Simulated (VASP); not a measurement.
Wanted: the native input for a VASP 6.6.1 run.

```
Task                   : single point
Functional             : LDA
Potentials or basis    : VASP PAW LDA potentials, release 64 (O, H, C)
Cutoff                 : 520 eV
k mesh                 : 1 × 1 × 1
Occupations            : fermi-dirac, width 0.05 eV
Spin                   : no spin polarisation
Dipole correction      : no
Further INCAR settings : LREAL = Auto; ALGO = Normal; EDIFF = 1e-07; NBANDS = 38
```

The structure of H12CO5 lies in POSCAR:

```
H12CO5
1.0
    5.7184790000      0.0000000000      0.0000000000
    0.0000000000      5.7184790000      0.0000000000
    0.0000000000      0.0000000000      5.7184790000
O H C
5 12 1
Direct
    0.8202880521      0.8072775995      0.4430373881
    0.0766287679      0.3164302955      0.0516221184
    0.3344595652     -0.0162805529      0.9358957163
    0.1514388704      0.6047062514      0.6992593660
    0.6785545597      0.1787013645      0.6665758500
    0.9532429865      0.7550084559      0.5369434775
    0.8926674383      0.8570635653      0.3025979461
    0.1970978647      0.1774772627      0.0176270648
    0.1609344023      0.3854696327      0.1877946916
    0.4464124114      0.0718023097      0.8350472215
    0.2572012593     -0.1506519478      0.8568537193
    0.1052202867      0.4790609531      0.8357292210
    0.2923504659      0.5307180458      0.6250438272
    0.6054931740      0.4966355564      0.4980170426
    0.7287951919      0.0231879841      0.5744534517
    0.6618368276      0.2643535108      0.3168674747
    0.3690666697      0.2876988794      0.4828906428
    0.5794023201      0.3110792223      0.4885914594
```

These files were run (other wordings do the same):

INCAR

```
SYSTEM = H12CO5
PREC = Accurate
ENCUT = 520
EDIFF = 1E-7
ISMEAR = -1
SIGMA = 0.05
LREAL = Auto
LASPH = .True.
NELM = 80
ALGO = Normal
ISIF = 2
LWAVE = .False.
LCHARG = .False.
NBANDS = 38
```

KPOINTS

```
regular mesh
0
Gamma
  1 1 1
  0 0 0
```

Potentials or basis: VASP PAW LDA potentials, release 64 (O, H, C).

Run with:

```console
$ cat potpaw_LDA.64/O/POTCAR potpaw_LDA.64/H/POTCAR potpaw_LDA.64/C/POTCAR > POTCAR
$ mpirun -np 1 vasp_gam > vasp.out
```

Results of the run:

```
Pressure      : -1.9 GPa
Largest force : 2.195 eV/Å
```

Caveat: the k points lie up to 1.10 Å⁻¹ apart.

Run time: 30 s on 1 thread of Intel Xeon 8259CL, with other jobs on the host, peak memory 0.23 GiB.
